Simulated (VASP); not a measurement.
# Li3Ga2Sb3 (Pm-3m) in VASP: single point with PBE

Aim: the single point of Li3Ga2Sb3 with PBE.

All numbers are computed with VASP 6.6.1; they aren't measurements. Logs are shortened: lines on timing, memory, paths and dates and some standing lists are left out, and cuts for length are marked.

**1. The cell of the first run**

The structure is cubic, space group Pm-3m (No. 221). The conventional cell has a = 5.564 Å, b = 5.564 Å, c = 5.564 Å, α = 90.00°, β = 90.00°, γ = 90.00°. Within 3.7 Å of Li (site symmetry 4/mmm) lie 2 Ga at 2.78 Å and 4 Sb at 2.78 Å. Within 3.7 Å of Ga (site symmetry m-3m) lie 6 Sb at 2.78 Å. Ga (site symmetry m-3m) has 6 Li at 2.78 Å within 3.7 Å. Within 3.7 Å of Sb (site symmetry 4/mmm) lie 4 Li at 2.78 Å and 2 Ga at 2.78 Å.

The cell was built from a structure type or drawn by symmetry, and may not be a known phase.

**2. Single point, PBE**

INCAR reads:

```
SYSTEM = Li3Ga2Sb3
PREC = Accurate
ENCUT = 520
EDIFF = 1E-6
ISMEAR = 0
SIGMA = 0.1
LREAL = .FALSE.
LASPH = .TRUE.
NELM = 80
ALGO = Normal
ISIF = 2
LWAVE = .FALSE.
LCHARG = .TRUE.
GGA = PE
LELF = .TRUE.
LVHAR = .TRUE.
NBANDS = 35
```

KPOINTS reads:

```
Automatic mesh
0
G
  4 4 4
  0 0 0
```

POSCAR reads:

```
Li3Ga2Sb3
1.0
    5.5643998900      0.0000000000      0.0000000000
    0.0000000000      5.5643998900      0.0000000000
    0.0000000000      0.0000000000      5.5643998900
Li Ga Sb
3 2 3
Direct
    0.0000000000      0.5000000000      0.5000000000
    0.5000000000      0.0000000000      0.5000000000
    0.5000000000      0.5000000000      0.0000000000
    0.0000000000      0.0000000000      0.0000000000
    0.5000000000      0.5000000000      0.5000000000
    0.5000000000      0.0000000000      0.0000000000
    0.0000000000      0.5000000000      0.0000000000
    0.0000000000      0.0000000000      0.5000000000
```

Potentials or basis: VASP PAW PBE potentials, release 64 (Li_sv, Ga_d, Sb).

Command:

```
cat potpaw_PBE.64/Li_sv/POTCAR potpaw_PBE.64/Ga_d/POTCAR potpaw_PBE.64/Sb/POTCAR > POTCAR
mpirun -np 1 vasp_std > vasp.out
```

OUTCAR:

```text
SYSTEM = Li3Ga2Sb3
   PREC = Accurate
   ENCUT = 520
   EDIFF = 1E-6
   ISMEAR = 0
   LREAL = .FALSE.
   LASPH = .TRUE.
   NELM = 80
   ISIF = 2
   GGA = PE

 ion  position               nearest neighbor table
   1  0.000  0.500  0.500-   7 2.78   8 2.78   7 2.78   8 2.78
   2  0.500  0.000  0.500-   6 2.78   8 2.78   6 2.78   8 2.78
   3  0.500  0.500  0.000-   6 2.78   7 2.78   6 2.78   7 2.78
   4  0.000  0.000  0.000-   6 2.78   7 2.78   8 2.78   8 2.78   7 2.78   6 2.78
   5  0.500  0.500  0.500-
   6  0.500  0.000  0.000-   2 2.78   3 2.78   4 2.78   2 2.78   3 2.78   4 2.78
   7  0.000  0.500  0.000-   1 2.78   3 2.78   4 2.78   1 2.78   4 2.78   3 2.78
   8  0.000  0.000  0.500-   1 2.78   2 2.78   4 2.78   4 2.78   1 2.78   2 2.78

  LATTYP: Found a simple cubic cell.
 ALAT       =     5.5643998900

  Lattice vectors:

 A1 = (   5.5643998900,   0.0000000000,   0.0000000000)
 A2 = (   0.0000000000,   5.5643998900,   0.0000000000)
 A3 = (   0.0000000000,   0.0000000000,   5.5643998900)

Analysis of symmetry for initial positions (statically):
=====================================================================
 Subroutine PRICEL returns:
 Original cell was already a primitive cell.

 Routine SETGRP: Setting up the symmetry group for a
 simple cubic supercell.

 Subroutine GETGRP returns: Found 48 space group operations
 (whereof 48 operations were pure point group operations)
 out of a pool of 48 trial point group operations.

The static configuration has the point symmetry O_h .

Analysis of symmetry for dynamics (positions and initial velocities):
=====================================================================
 Subroutine PRICEL returns:
 Original cell was already a primitive cell.

 Routine SETGRP: Setting up the symmetry group for a
 simple cubic supercell.

 Subroutine GETGRP returns: Found 48 space group operations
 (whereof 48 operations were pure point group operations)
 out of a pool of 48 trial point group operations.

The dynamic configuration has the point symmetry O_h .

 Subroutine INISYM returns: Found 48 space group operations
 (whereof 48 operations are pure point group operations),
 and found     1 'primitive' translations

----------------------------------------------------------------------------------------

                                     Primitive cell

  volume of cell :     172.2880

  direct lattice vectors                    reciprocal lattice vectors
     5.564399890  0.000000000  0.000000000     0.179713899  0.000000000  0.000000000
     0.000000000  5.564399890  0.000000000     0.000000000  0.179713899  0.000000000
     0.000000000  0.000000000  5.564399890     0.000000000  0.000000000  0.179713899

  length of vectors
     5.564399890  5.564399890  5.564399890     0.179713899  0.179713899  0.179713899

  position of ions in fractional coordinates (direct lattice)
     0.000000000  0.500000000  0.500000000
     0.500000000  0.000000000  0.500000000
     0.500000000  0.500000000  0.000000000
     0.000000000  0.000000000  0.000000000
     0.500000000  0.500000000  0.500000000
     0.500000000  0.000000000  0.000000000
     0.000000000  0.500000000  0.000000000
     0.000000000  0.000000000  0.500000000

  ion indices of the primitive-cell ions
   primitive index   ion index
                 1           1
                 2           2
                 3           3
                 4           4
                 5           5
                 6           6
                 7           7
                 8           8

----------------------------------------------------------------------------------------

 KPOINTS: Automatic mesh

Automatic generation of k-mesh.
 Grid dimensions read from file:
 generate k-points for:    4    4    4

 Generating k-lattice:

  Cartesian coordinates                     Fractional coordinates (reciprocal lattice)
     0.044928475  0.000000000  0.000000000     0.250000000  0.000000000  0.000000000
     0.000000000  0.044928475  0.000000000     0.000000000  0.250000000  0.000000000
     0.000000000  0.000000000  0.044928475     0.000000000  0.000000000  0.250000000

  Length of vectors
     0.044928475  0.044928475  0.044928475

  Shift w.r.t. Gamma in fractional coordinates (k-lattice)
     0.000000000  0.000000000  0.000000000

 Subroutine IBZKPT returns following result:
 ===========================================

 Found     10 irreducible k-points:

 Following reciprocal coordinates:
            Coordinates               Weight
  0.000000  0.000000  0.000000      1.000000
  0.250000  0.000000  0.000000      6.000000
  0.500000  0.000000  0.000000      3.000000
  0.250000  0.250000  0.000000     12.000000
  0.500000  0.250000  0.000000     12.000000
  0.500000  0.500000  0.000000      3.000000
  0.250000  0.250000  0.250000      8.000000
  0.500000  0.250000  0.250000     12.000000
  0.500000  0.500000  0.250000      6.000000
  0.500000  0.500000  0.500000      1.000000
   k-points           NKPTS =     10   k-points in BZ     NKDIM =     10   number of bands    NBANDS=     35
   number of dos      NEDOS =    301   number of ions     NIONS =      8
   total plane-waves  NPLWV =  74088
   dimension x,y,z NGX =    42 NGY =   42 NGZ =   42
   dimension x,y,z NGXF=    84 NGYF=   84 NGZF=   84
   ions per type =               3   2   3
   NGX,Y,Z   is equivalent  to a cutoff of  12.55, 12.55, 12.55 a.u.
   NGXF,Y,Z  is equivalent  to a cutoff of  25.10, 25.10, 25.10 a.u.
 SYSTEM =  Li3Ga2Sb3
   PREC   = accura    normal or accurate (medium, high low for compatibility)
   ISTART =      0    job   : 0-new  1-cont  2-samecut
   ICHARG =      2    charge: 1-file 2-atom 10-const
   ISPIN  =      1    spin polarized calculation?
   LNONCOLLINEAR =      F non collinear calculations
   LSORBIT =      F    spin-orbit coupling
   LASPH  =      T    aspherical Exc in radial PAW
   ENCUT  =  520.0 eV  38.22 Ry    6.18 a.u.  10.35 10.35 10.35*2*pi/ulx,y,z
   NELM   =     80;   NELMIN=  2; NELMDL= -5     # of ELM steps
   EDIFF  = 0.1E-05   stopping-criterion for ELM
   LREAL  =      F    real-space projection
   EDIFFG = 0.1E-04   stopping-criterion for IOM
   NSW    =      0    number of steps for IOM
   IBRION =     -1    ionic relax: 0-MD 1-quasi-New 2-CG
   NFREE  =      0    steps in history (QN), initial steepest desc. (CG)
   ISIF   =      2    stress and relaxation
   ISYM   =      2    0-nonsym 1-usesym 2-fastsym
   POTIM  = 0.5000    time-step for ionic-motion
   TEBEG  =    0.0;   TEEND  =   0.0 temperature during run
   PSTRESS=    0.0 pullay stress
   NELECT =      50.0000    total number of electrons
   NUPDOWN=      -1.0000    fix difference up-down
   EMIN   =  10.00;   EMAX   =-10.00  energy-range for DOS
   EFERMI =   0.00;   METHOD = LEGACY
   ISMEAR =     0;   SIGMA  =   0.10  broadening in eV -4-tet -1-fermi 0-gaus
   EFERMI_NEDOS =   21; number of points for ismear=-14 and -15
   IALGO  =     38    algorithm
   IMIX   =      4    mixing-type and parameters
     AMIX     =   0.40;   BMIX     =  1.00
     AMIX_MAG =   1.60;   BMIX_MAG =  1.00
  volume/ion in A,a.u.               =      21.54       145.33
  Fermi-wavevector in a.u.,A,eV,Ry     =   1.083877  2.048230 15.983967  1.174788
  Thomas-Fermi vector in A             =   2.219953
   LORBIT       =      0    0 simple, 1 ext, 2 COOP (PROOUT), +10 PAW based schemes
   GGA     = PE    functional components
   LHFCALC =     F    Hartree Fock is set to
   AEXX    =    0.0000 exact exchange contribution
   IVDW    =     0    specifies the selected vdW correction
   LEPSILON=     F    determine dielectric tensor
   LRPA    =     F    only Hartree local field effects (RPA)
 non-spin polarized calculation
 Gauss-broadening in eV      SIGMA  =   0.10
  energy-cutoff  :      520.00
  volume of cell :      172.29
 maximum number of plane-waves:      4697
 NGX is ok and might be reduce to    42
   NGX = 21   NGY = 21   NGZ = 21

 number of electron      49.9999954 magnetization

 Free energy of the ion-electron system (eV)
  ---------------------------------------------------
  ext. energy  EPLUGINS =         0.00000000
  ---------------------------------------------------
  free energy    TOTEN  =       -24.23616420 eV

  energy without entropy =      -24.20090405  energy(sigma->0) =      -24.21853413

 E-fermi :   5.0299     XC(G=0):  -9.4548

 val. band max:        5.0264781883   @ k =   0.5000   0.2500   0.0000
 cond. band min:       5.0560408565   @ k =   0.2500   0.2500   0.2500
 fundamental gap:      0.0295626682
 Fermi energy:         5.0298616560

 k-point     1 :       0.0000    0.0000    0.0000
  band No.  band energies     occupation
      1     -41.0180      2.00000
      2     -41.0168      2.00000
      3     -41.0168      2.00000
      4     -10.0775      2.00000
      5     -10.0775      2.00000
      6     -10.0574      2.00000
[... 27 lines left out ...]
     34       9.1697      0.00000
     35       9.1697      0.00000

 k-point     2 :       0.2500    0.0000    0.0000
  band No.  band energies     occupation
      1     -41.0177      2.00000
      2     -41.0169      2.00000
      3     -41.0168      2.00000
      4     -10.0779      2.00000
      5     -10.0774      2.00000
      6     -10.0576      2.00000
[... 27 lines left out ...]
     34      10.2579      0.00000
     35      10.2580      0.00000

 k-point     3 :       0.5000    0.0000    0.0000
  band No.  band energies     occupation
      1     -41.0176      2.00000
      2     -41.0171      2.00000
      3     -41.0167      2.00000
      4     -10.0783      2.00000
      5     -10.0772      2.00000
      6     -10.0579      2.00000
[... 27 lines left out ...]
     34      11.0911      0.00000
     35      11.4062      0.00000

 k-point     4 :       0.2500    0.2500    0.0000
  band No.  band energies     occupation
      1     -41.0176      2.00000
      2     -41.0170      2.00000
      3     -41.0168      2.00000
      4     -10.0780      2.00000
      5     -10.0775      2.00000
      6     -10.0580      2.00000
[... 27 lines left out ...]
     34      10.4975      0.00000
     35      10.7544      0.00000

 k-point     5 :       0.5000    0.2500    0.0000
  band No.  band energies     occupation
      1     -41.0174      2.00000
      2     -41.0171      2.00000
      3     -41.0169      2.00000
      4     -10.0784      2.00000
      5     -10.0775      2.00000
      6     -10.0583      2.00000
[... 27 lines left out ...]
     34      10.9584      0.00000
     35      11.0350      0.00000

 k-point     6 :       0.5000    0.5000    0.0000
  band No.  band energies     occupation
      1     -41.0172      2.00000
      2     -41.0171      2.00000
      3     -41.0171      2.00000
      4     -10.0786      2.00000
      5     -10.0777      2.00000
      6     -10.0587      2.00000
[... 27 lines left out ...]
     34      10.8636      0.00000
     35      10.8758      0.00000

 k-point     7 :       0.2500    0.2500    0.2500
  band No.  band energies     occupation
      1     -41.0175      2.00000
      2     -41.0170      2.00000
      3     -41.0170      2.00000
      4     -10.0780      2.00000
      5     -10.0780      2.00000
      6     -10.0580      2.00000
[... 27 lines left out ...]
     34      10.6889      0.00000
     35      10.6889      0.00000

 k-point     8 :       0.5000    0.2500    0.2500
  band No.  band energies     occupation
      1     -41.0173      2.00000
      2     -41.0171      2.00000
      3     -41.0170      2.00000
      4     -10.0784      2.00000
      5     -10.0779      2.00000
      6     -10.0583      2.00000
[... 27 lines left out ...]
     34      10.7033      0.00000
     35      10.8769      0.00000

 k-point     9 :       0.5000    0.5000    0.2500
  band No.  band energies     occupation
      1     -41.0172      2.00000
      2     -41.0171      2.00000
      3     -41.0171      2.00000
      4     -10.0786      2.00000
      5     -10.0781      2.00000
      6     -10.0587      2.00000
[... 27 lines left out ...]
     34      10.4066      0.00000
     35      10.5959      0.00000

 k-point    10 :       0.5000    0.5000    0.5000
  band No.  band energies     occupation
      1     -41.0172      2.00000
      2     -41.0172      2.00000
      3     -41.0172      2.00000
      4     -10.0786      2.00000
      5     -10.0786      2.00000
      6     -10.0586      2.00000
[... 27 lines left out ...]
     34      10.0411      0.00000
     35      10.0816      0.00000

------------------------ aborting loop because EDIFF is reached ----------------------------------------

  FORCE on cell =-STRESS in cart. coord.  units (eV):
  Direction    XX          YY          ZZ          XY          YZ          ZX
  --------------------------------------------------------------------------------------
  -------------------------------------------------------------------------------------
  Total        2.1647419      2.1647419      2.1647419      0.0000000      0.0000000      0.0000000
  in kB       20.1308308     20.1308308     20.1308308      0.0000000      0.0000000      0.0000000
  external PRESSURE =      20.1308308 kB  Pullay stress =       0.0000000 kB

 VOLUME and BASIS-vectors are now :
 -----------------------------------------------------------------------------
  energy-cutoff  :      520.00
  volume of cell :      172.29
      direct lattice vectors                 reciprocal lattice vectors
     5.564399890  0.000000000  0.000000000     0.179713899  0.000000000  0.000000000
     0.000000000  5.564399890  0.000000000     0.000000000  0.179713899  0.000000000
     0.000000000  0.000000000  5.564399890     0.000000000  0.000000000  0.179713899

 POSITION                                       TOTAL-FORCE (eV/Angst)
 -----------------------------------------------------------------------------------
      0.00000      2.78220      2.78220         0.000000      0.000000      0.000000
      2.78220      0.00000      2.78220         0.000000      0.000000      0.000000
      2.78220      2.78220      0.00000         0.000000      0.000000      0.000000
      0.00000      0.00000      0.00000         0.000000      0.000000      0.000000
      2.78220      2.78220      2.78220         0.000000      0.000000      0.000000
      2.78220      0.00000      0.00000         0.000000      0.000000      0.000000
      0.00000      2.78220      0.00000         0.000000      0.000000      0.000000
      0.00000      0.00000      2.78220         0.000000      0.000000      0.000000
 -----------------------------------------------------------------------------------
    total drift:                                0.000000      0.000000     -0.000000

  FREE ENERGIE OF THE ION-ELECTRON SYSTEM (eV)
  ---------------------------------------------------
  free  energy   TOTEN  =       -24.2361642039 eV

  energy  without entropy=      -24.2009040495  energy(sigma->0) =      -24.21853413
```

It took 99 s on 1 thread of Intel Xeon 8259CL, shared host; peak memory 0.28 GiB.

Results:

| Property | Result |
| --- | --- |
| Free energy | -24.2362 eV |
| Band gap on the k mesh | zero (bands 25 and 26 overlap by 2.20 eV) |

Caveat: the cutoff is under 1.25 times the usual one of these potentials, so pressure, stress and relaxed cells hold a basis-set (Pulay) error; spin-orbit coupling is left out, which moves the levels of the heavy elements.
